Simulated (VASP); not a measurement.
# Eu (Im-3m) in VASP: single point with PBE

Aim: the single point of Eu with PBE.

Program: VASP 6.6.1. These are calculated values, not measurements. Logs are shortened: lines on timing, memory, paths and dates and some standing lists are left out, and cuts for length are marked.

**1. The cell of the first run**

The structure is cubic, space group Im-3m (No. 229). Conventional cell: a = 4.385 Å, b = 4.385 Å, c = 4.385 Å, α = 90.00°, β = 90.00°, γ = 90.00°. Within 5.0 Å of Eu (site symmetry m-3m) lie 14 Eu at 3.80 to 4.39 Å.

**2. Single point, PBE, collinear spin, ferromagnetic start**

Contents of INCAR:

```
ALGO = Normal
EDIFF = 1E-7
ENCUT = 520
GGA = PE
ISIF = 2
ISMEAR = 0
ISPIN = 2
LASPH = T
LCHARG = T
LELF = T
LMAXMIX = 6
LORBIT = 11
LREAL = F
LVHAR = T
LWAVE = F
MAGMOM = 7.71
NBANDS = 18
NELM = 150
PREC = Accurate
SIGMA = 0.1
```

Contents of KPOINTS:

```
k-points
0
Gamma
  14 14 14
```

Contents of POSCAR:

```
Eu
1.0
   -2.1925161644      2.1925161644      2.1925161644
    2.1925161644     -2.1925161644      2.1925161644
    2.1925161644      2.1925161644     -2.1925161644
Eu
1
Direct
    0.0000000000      0.0000000000      0.0000000000
```

Potentials or basis: VASP PAW PBE potentials, release 64 (Eu).

Launch:

```console
cat potpaw_PBE.64/Eu/POTCAR > POTCAR
mpirun -np 1 vasp_std > vasp.out
```

OUTCAR:

```text
EDIFF = 1E-7
   ENCUT = 520
   GGA = PE
   ISIF = 2
   ISMEAR = 0
   ISPIN = 2
   LASPH = T
   LORBIT = 11
   LREAL = F
   NELM = 150
   PREC = Accurate

 ion  position               nearest neighbor table
   1  0.000  0.000  0.000-

  LATTYP: Found a body centered cubic cell.
 ALAT       =     4.3850323288

  Lattice vectors:

 A1 = (  -2.1925161644,   2.1925161644,   2.1925161644)
 A2 = (   2.1925161644,  -2.1925161644,   2.1925161644)
 A3 = (   2.1925161644,   2.1925161644,  -2.1925161644)

Analysis of symmetry for initial positions (statically):
=====================================================================
 Subroutine PRICEL returns:
 Original cell was already a primitive cell.

 Routine SETGRP: Setting up the symmetry group for a
 body centered cubic supercell.

 Subroutine GETGRP returns: Found 48 space group operations
 (whereof 48 operations were pure point group operations)
 out of a pool of 48 trial point group operations.

The static configuration has the point symmetry O_h .

Analysis of symmetry for dynamics (positions and initial velocities):
=====================================================================
 Subroutine PRICEL returns:
 Original cell was already a primitive cell.

 Routine SETGRP: Setting up the symmetry group for a
 body centered cubic supercell.

 Subroutine GETGRP returns: Found 48 space group operations
 (whereof 48 operations were pure point group operations)
 out of a pool of 48 trial point group operations.

The dynamic configuration has the point symmetry O_h .

Analysis of structural, dynamic, and magnetic symmetry:
=====================================================================
 Subroutine PRICEL returns:
 Original cell was already a primitive cell.

 Routine SETGRP: Setting up the symmetry group for a
 body centered cubic supercell.

 Subroutine GETGRP returns: Found 48 space group operations
 (whereof 48 operations were pure point group operations)
 out of a pool of 48 trial point group operations.

The overall configuration has the point symmetry O_h .

 Subroutine INISYM returns: Found 48 space group operations
 (whereof 48 operations are pure point group operations),
 and found     1 'primitive' translations

----------------------------------------------------------------------------------------

                                     Primitive cell

  volume of cell :      42.1588

  direct lattice vectors                    reciprocal lattice vectors
    -2.192516164  2.192516164  2.192516164     0.000000000  0.228048490  0.228048490
     2.192516164 -2.192516164  2.192516164     0.228048490  0.000000000  0.228048490
     2.192516164  2.192516164 -2.192516164     0.228048490  0.228048490  0.000000000

  length of vectors
     3.797549393  3.797549393  3.797549393     0.322509267  0.322509267  0.322509267

  position of ions in fractional coordinates (direct lattice)
     0.000000000  0.000000000  0.000000000

  ion indices of the primitive-cell ions
   primitive index   ion index
                 1           1

----------------------------------------------------------------------------------------

 KPOINTS: k-points

Automatic generation of k-mesh.
 Grid dimensions read from file:
 generate k-points for:   14   14   14

 Generating k-lattice:

  Cartesian coordinates                     Fractional coordinates (reciprocal lattice)
     0.000000000  0.016289178  0.016289178     0.071428571  0.000000000  0.000000000
     0.016289178  0.000000000  0.016289178     0.000000000  0.071428571  0.000000000
     0.016289178  0.016289178  0.000000000     0.000000000  0.000000000  0.071428571

  Length of vectors
     0.023036376  0.023036376  0.023036376

  Shift w.r.t. Gamma in fractional coordinates (k-lattice)
     0.000000000  0.000000000  0.000000000

 Subroutine IBZKPT returns following result:
 ===========================================

 Found    104 irreducible k-points:

 Following reciprocal coordinates:
            Coordinates               Weight
  0.000000  0.000000  0.000000      1.000000
  0.071429  0.000000  0.000000     12.000000
  0.142857  0.000000  0.000000     12.000000
  0.214286  0.000000  0.000000     12.000000
  0.285714  0.000000  0.000000     12.000000
  0.357143  0.000000  0.000000     12.000000
[... 16 lines left out ...]
  0.285714  0.285714  0.000000     24.000000
  0.357143  0.285714  0.000000     24.000000
 [... further k-points ...]
   k-points           NKPTS =    104   k-points in BZ     NKDIM =    104   number of bands    NBANDS=     18
   number of dos      NEDOS =    301   number of ions     NIONS =      1
   total plane-waves  NPLWV =  21952
   dimension x,y,z NGX =    28 NGY =   28 NGZ =   28
   dimension x,y,z NGXF=    56 NGYF=   56 NGZF=   56
   ions per type =               1
   NGX,Y,Z   is equivalent  to a cutoff of  12.26, 12.26, 12.26 a.u.
   NGXF,Y,Z  is equivalent  to a cutoff of  24.52, 24.52, 24.52 a.u.
 SYSTEM =  unknown system
   PREC   = accura    normal or accurate (medium, high low for compatibility)
   ISTART =      0    job   : 0-new  1-cont  2-samecut
   ICHARG =      2    charge: 1-file 2-atom 10-const
   ISPIN  =      2    spin polarized calculation?
   LNONCOLLINEAR =      F non collinear calculations
   LSORBIT =      F    spin-orbit coupling
   LASPH  =      T    aspherical Exc in radial PAW
   ENCUT  =  520.0 eV  38.22 Ry    6.18 a.u.   7.06  7.06  7.06*2*pi/ulx,y,z
   NELM   =    150;   NELMIN=  2; NELMDL= -5     # of ELM steps
   EDIFF  = 0.1E-06   stopping-criterion for ELM
   LREAL  =      F    real-space projection
   EDIFFG = 0.1E-05   stopping-criterion for IOM
   NSW    =      0    number of steps for IOM
   IBRION =     -1    ionic relax: 0-MD 1-quasi-New 2-CG
   NFREE  =      0    steps in history (QN), initial steepest desc. (CG)
   ISIF   =      2    stress and relaxation
   ISYM   =      2    0-nonsym 1-usesym 2-fastsym
   POTIM  = 0.5000    time-step for ionic-motion
   TEBEG  =    0.0;   TEEND  =   0.0 temperature during run
   PSTRESS=    0.0 pullay stress
   NELECT =      17.0000    total number of electrons
   NUPDOWN=      -1.0000    fix difference up-down
   EMIN   =  10.00;   EMAX   =-10.00  energy-range for DOS
   EFERMI =   0.00;   METHOD = LEGACY
   ISMEAR =     0;   SIGMA  =   0.10  broadening in eV -4-tet -1-fermi 0-gaus
   EFERMI_NEDOS =   21; number of points for ismear=-14 and -15
   IALGO  =     38    algorithm
   IMIX   =      4    mixing-type and parameters
     AMIX     =   0.40;   BMIX     =  1.00
     AMIX_MAG =   1.60;   BMIX_MAG =  1.00
  volume/ion in A,a.u.               =      42.16       284.50
  Fermi-wavevector in a.u.,A,eV,Ry     =   1.209470  2.285566 19.902834  1.462817
  Thomas-Fermi vector in A             =   2.345046
   LORBIT       =     11    0 simple, 1 ext, 2 COOP (PROOUT), +10 PAW based schemes
   GGA     = PE    functional components
   LHFCALC =     F    Hartree Fock is set to
   AEXX    =    0.0000 exact exchange contribution
   IVDW    =     0    specifies the selected vdW correction
   LEPSILON=     F    determine dielectric tensor
   LRPA    =     F    only Hartree local field effects (RPA)
 spin polarized calculation
 Gauss-broadening in eV      SIGMA  =   0.10
  energy-cutoff  :      520.00
  volume of cell :       42.16
 maximum number of plane-waves:      1157
   NGX = 15   NGY = 15   NGZ = 15

 number of electron      16.9999992 magnetization       7.2456072

 Free energy of the ion-electron system (eV)
  ---------------------------------------------------
  ext. energy  EPLUGINS =         0.00000000
  ---------------------------------------------------
  free energy    TOTEN  =       -11.44118599 eV

  energy without entropy =      -11.43411831  energy(sigma->0) =      -11.43765215

 E-fermi :   2.1047     XC(G=0):  -8.8207

 val. band max:        2.1036637364   @ k =   0.2857   0.2857   0.0000
 cond. band min:       2.1086955023   @ k =   0.5000   0.5000   0.2857
 fundamental gap:      0.0050317659
 Fermi energy:         2.1046939790

 spin component 1

 k-point     1 :       0.0000    0.0000    0.0000
  band No.  band energies     occupation
      1     -39.5413      1.00000
      2     -18.0971      1.00000
      3     -18.0971      1.00000
      4     -18.0971      1.00000
      5      -2.2596      1.00000
      6       1.5804      1.00000
[... 10 lines left out ...]
     17       5.6414      0.00000
     18      11.5792      0.00000

 k-point     2 :       0.0714    0.0000    0.0000
  band No.  band energies     occupation
      1     -39.5396      1.00000
      2     -18.1201      1.00000
      3     -18.1044      1.00000
      4     -18.0972      1.00000
      5      -2.1414      1.00000
      6       1.5792      1.00000
[... 10 lines left out ...]
     17       5.6469      0.00000
     18      11.6914      0.00000
[... 442 lines left out ...]
 k-point    24 :       0.3571    0.2857    0.0000
  band No.  band energies     occupation
      1     -39.5027      1.00000
      2     -18.4332      1.00000
      3     -18.3658      1.00000
      4     -18.1517      1.00000
      5       1.3455      1.00000
      6       1.5784      1.00000
[... 10 lines left out ...]
     17       7.5189      0.00000
     18       9.2373      0.00000

 [... further k-points ...]

 spin component 2

 k-point     1 :       0.0000    0.0000    0.0000
  band No.  band energies     occupation
      1     -36.4220      1.00000
      2     -15.7764      1.00000
      3     -15.7764      1.00000
      4     -15.7764      1.00000
      5      -1.5322      1.00000
      6       4.9006      0.00000
[... 10 lines left out ...]
     17       6.7372      0.00000
     18      12.6094      0.00000

 k-point     2 :       0.0714    0.0000    0.0000
  band No.  band energies     occupation
      1     -36.4197      1.00000
      2     -15.8058      1.00000
      3     -15.7854      1.00000
      4     -15.7765      1.00000
      5      -1.4083      1.00000
      6       4.7741      0.00000
[... 10 lines left out ...]
     17       6.8262      0.00000
     18      12.7221      0.00000
[... 442 lines left out ...]
 k-point    24 :       0.3571    0.2857    0.0000
  band No.  band energies     occupation
      1     -36.3714      1.00000
      2     -16.1996      1.00000
      3     -16.1144      1.00000
      4     -15.8450      1.00000
      5       2.3348      0.00057
      6       3.0088      0.00000
[... 10 lines left out ...]
     17       8.8525      0.00000
     18      10.5502      0.00000

 [... further k-points ...]

------------------------ aborting loop because EDIFF is reached ----------------------------------------

  FORCE on cell =-STRESS in cart. coord.  units (eV):
  Direction    XX          YY          ZZ          XY          YZ          ZX
  --------------------------------------------------------------------------------------
  -------------------------------------------------------------------------------------
  Total       -0.0716623     -0.0716623     -0.0716623      0.0000000      0.0000000     -0.0000000
  in kB       -2.7234093     -2.7234093     -2.7234093      0.0000000      0.0000000     -0.0000000
  external PRESSURE =      -2.7234093 kB  Pullay stress =       0.0000000 kB

 VOLUME and BASIS-vectors are now :
 -----------------------------------------------------------------------------
  energy-cutoff  :      520.00
  volume of cell :       42.16
      direct lattice vectors                 reciprocal lattice vectors
    -2.192516164  2.192516164  2.192516164     0.000000000  0.228048490  0.228048490
     2.192516164 -2.192516164  2.192516164     0.228048490  0.000000000  0.228048490
     2.192516164  2.192516164 -2.192516164     0.228048490  0.228048490  0.000000000

 POSITION                                       TOTAL-FORCE (eV/Angst)
 -----------------------------------------------------------------------------------
      0.00000      0.00000      0.00000        -0.000000      0.000000      0.000000
 -----------------------------------------------------------------------------------
    total drift:                                0.000000      0.000000      0.000000

  FREE ENERGIE OF THE ION-ELECTRON SYSTEM (eV)
  ---------------------------------------------------
  free  energy   TOTEN  =       -11.4411859894 eV

  energy  without entropy=      -11.4341183073  energy(sigma->0) =      -11.43765215

 total charge

# of ion       s       p       d       f       tot
--------------------------------------------------
    1        2.085   5.711   0.291   6.645  14.732

 magnetization (x)

# of ion       s       p       d       f       tot
--------------------------------------------------
    1       -0.004  -0.096   0.121   6.643   6.663
```

It took 4.1 min on 1 thread of Oxide Virtual Turin-like, shared host; peak memory 0.24 GiB.

Results:

```
Free energy                                           : -11.4412 eV
Pressure                                              : -0.3 GPa
Net moment                                            : 7.25 μB per cell
Site moments                                          : Eu +6.66 μB
Valence electrons inside the program's atomic spheres : Eu 14.73
```

Caveat: spin-orbit coupling is left out, which moves the levels of the heavy elements; semilocal functionals describe open f shells poorly, which spoils levels, moments and volumes.
